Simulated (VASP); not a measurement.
Input of a VASP 6.6.1 run:

The input INCAR:

```
PREC = Accurate
ENCUT = 600
EDIFF = 1E-7
ISMEAR = -1
SIGMA = 0.05
LREAL = F
LASPH = T
NELM = 100
ALGO = Normal
ISIF = 3
LWAVE = F
LCHARG = F
GGA = B5
ALDAX = 1.0
AGGAX = 1.0
AGGAC = 1.0
ALDAC = 0.0
IVDW = 12
IBRION = 2
NSW = 60
EDIFFG = -0.01
VDW_S6 = 1.0
VDW_S8 = 2.6996
VDW_A1 = 0.4298
VDW_A2 = 4.2359
```

Contents of KPOINTS:

```
regular mesh
0
Gamma
  11 11 6
```

File POSCAR:

```
Ru
1.0
    2.7058000000      0.0000000000      0.0000000000
   -1.3529000000      2.3432915376      0.0000000000
    0.0000000000      0.0000000000      4.2819000000
Ru
2
Direct
    0.6666666667      0.3333333333      0.7500000000
    0.3333333333      0.6666666667      0.2500000000
```

Potentials or basis: VASP PAW PBE potentials, release 64 (Ru_pv).

Launch:

```console
$ cat potpaw_PBE.64/Ru_pv/POTCAR > POTCAR
$ mpirun -np 1 vasp_std > vasp.out
```

**Question.** Predict the dispersion energy per atom.

**Answer.** -1.443 eV.

**Question.** What does it give for the relaxed cell?

**Answer.** a = 2.710 Å, b = 2.710 Å, c = 4.289 Å, α = 90.00°, β = 90.00°, γ = 120.00°.

**Question.** Estimate the band gap on the k mesh.

**Answer.** Zero (bands 14 and 15 overlap by 3.04 eV).

**Question.** Estimate the relaxed volume.

**Answer.** 13.64 Å³/atom.

Final structure:
```cif
data_structure
_symmetry_space_group_name_H-M 'P 1'
_symmetry_Int_Tables_number 1
_cell_length_a 2.7104
_cell_length_b 2.7104
_cell_length_c 4.2895
_cell_angle_alpha 90.000
_cell_angle_beta 90.000
_cell_angle_gamma 120.000
_cell_volume 27.29
loop_
_atom_site_label
_atom_site_type_symbol
_atom_site_fract_x
_atom_site_fract_y
_atom_site_fract_z
_atom_site_occupancy
Ru1 Ru 0.66667 0.33333 0.75000 1
Ru2 Ru 0.33333 0.66667 0.25000 1
```

Caveat: the PAW data sets were made with another functional, which shifts forces and pressure a little. Zero-point motion and thermal expansion aren't in these numbers.
